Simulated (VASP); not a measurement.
KI:

```
CELL_PARAMETERS angstrom
0.00000 4.00555 3.88809
4.00555 0.00000 3.88809
4.00555 4.00555 0.00000
ATOMIC_POSITIONS crystal
K 0.00000 0.00000 0.00000
I 0.25000 0.25000 0.25000
```

This cell differs from its parent crystal: epitaxial xy strain +1.0%.

Base run:

* Program: VASP 6.6.1
* Functional: r2SCAN
* Potentials or basis: VASP PAW PBE potentials, release 64 (K_sv, I)
* Cutoff: 520 eV
* k mesh: 6 × 6 × 6
* Occupations: gaussian, width 0.01 eV
* Spin: no spin polarisation

Its results: band gap on the k mesh 4.46 eV; pressure 0.0 GPa.

Question: The run is repeated on the same cell with these changes: functional from r2SCAN to PBE; occupations from gaussian, width 0.01 eV to fermi-dirac, width 0.02 eV. What comes out?

Answer: Band gap on the k mesh 3.92 eV; pressure 0.2 GPa.

Caveats: spin-orbit coupling is left out, which moves the levels of the heavy elements; the PAW data sets were made with another functional, which shifts forces and pressure a little (at least some runs).

A k mesh can miss the band edges.
